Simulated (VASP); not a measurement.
Set up this calculation in VASP 6.6.1, as the native input.

| Quantity | Value |
| --- | --- |
| Task | single point |
| Functional | PBE |
| Potentials or basis | VASP PAW PBE potentials, release 64 (Li_sv, Re) |
| Cutoff | 520 eV |
| k mesh | 7 × 7 × 7 |
| Occupations | methfessel-paxton, width 0.1 eV |
| Spin | no spin polarisation |
| Dipole correction | no |
| Further INCAR settings | ALGO = Normal; EDIFF = 1e-06; NBANDS = 20 |

The structure of LiRe3 lies in POSCAR:

```
LiRe3
1.0
    0.0000000000      3.0254994264      3.0254994264
    3.0254994264      0.0000000000      3.0254994264
    3.0254994264      3.0254994264      0.0000000000
Li Re
1 3
Direct
    0.0000000000      0.0000000000      0.0000000000
    0.7500000000      0.7500000000      0.7500000000
    0.2500000000      0.2500000000      0.2500000000
    0.5000000000      0.5000000000      0.5000000000
```

The input as run:

INCAR

```
SYSTEM = LiRe3
  ALGO = Normal
  EDIFF = 1E-6
  ENCUT = 520
  GGA = PE
  ISIF = 2
  ISMEAR = 1
  LASPH = .True.
  LCHARG = .False.
  LREAL = .False.
  LWAVE = .False.
  NBANDS = 20
  NELM = 80
  PREC = Accurate
  SIGMA = 0.1
```

KPOINTS

```
k-points
0
Gamma
  7 7 7
  0 0 0
```

Potentials or basis: VASP PAW PBE potentials, release 64 (Li_sv, Re).

Command:

```console
$ cat potpaw_PBE.64/Li_sv/POTCAR potpaw_PBE.64/Re/POTCAR > POTCAR
$ mpirun -np 1 vasp_std > vasp.out
```

Results of the run:

- Band gap on the k mesh: zero (band 12 reaches 8.72 eV, above the bottom of band 13 at 6.15 eV)

Caveat: spin-orbit coupling is left out, which moves the levels of the heavy elements.

Run time: 23 s on 1 thread of Intel(R) Xeon(R) Platinum 8488C (Sapphire Rapids), on a shared host, peak memory 0.17 GiB.
